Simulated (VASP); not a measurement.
Crystal: PbS.

```
Pb S
1.0
     0.00000    3.00385    3.00385
     3.00385    0.00000    3.00385
     3.00385    3.00385    0.00000
Pb S
1 1
Direct
  0.00000 0.00000 0.00000
  0.50000 0.50000 0.50000
```

```yaml
Program: VASP 6.6.1
Task: relaxation of cell and atoms
Functional: LDA
Potentials_or_basis: VASP PAW LDA potentials, release 64 (Pb_d, S)
Cutoff: 600 eV
k_mesh: 6 × 6 × 6
Occupations: fermi-dirac, width 0.02 eV
Spin: no spin polarisation
```

At the start: pressure -4.4 GPa; volume 27.10 Å³/atom.

How do energy, volume and symmetry change on relaxing?

Over 4 steps the energy falls by 31.1 meV/atom and the volume is 24.98 Å³/atom (-7.8 %); space group Fm-3m (No. 225, to 0.05 Å).

The path:
| step | energy change (eV) | largest force (eV/Å) | pressure (GPa) | volume (Å³) |
| --- | --- | --- | --- | --- |
| 1 | 0.0000 | 0.0000 | -4.41 | 54.21 |
| 2 | -0.0556 | 0.0000 | 1.59 | 48.56 |
| 3 | -0.0623 | 0.0000 | 0.05 | 49.87 |
| 4 | -0.0623 | 0.0000 | -0.02 | 49.96 |

Final structure:
```cif
data_structure
_symmetry_space_group_name_H-M 'P 1'
_symmetry_Int_Tables_number 1
_cell_length_a 4.1340
_cell_length_b 4.1340
_cell_length_c 4.1340
_cell_angle_alpha 60.000
_cell_angle_beta 60.000
_cell_angle_gamma 60.000
_cell_volume 49.96
loop_
_atom_site_label
_atom_site_type_symbol
_atom_site_fract_x
_atom_site_fract_y
_atom_site_fract_z
_atom_site_occupancy
Pb1 Pb 0.00000 0.00000 0.00000 1
S1 S 0.50000 0.50000 0.50000 1
```
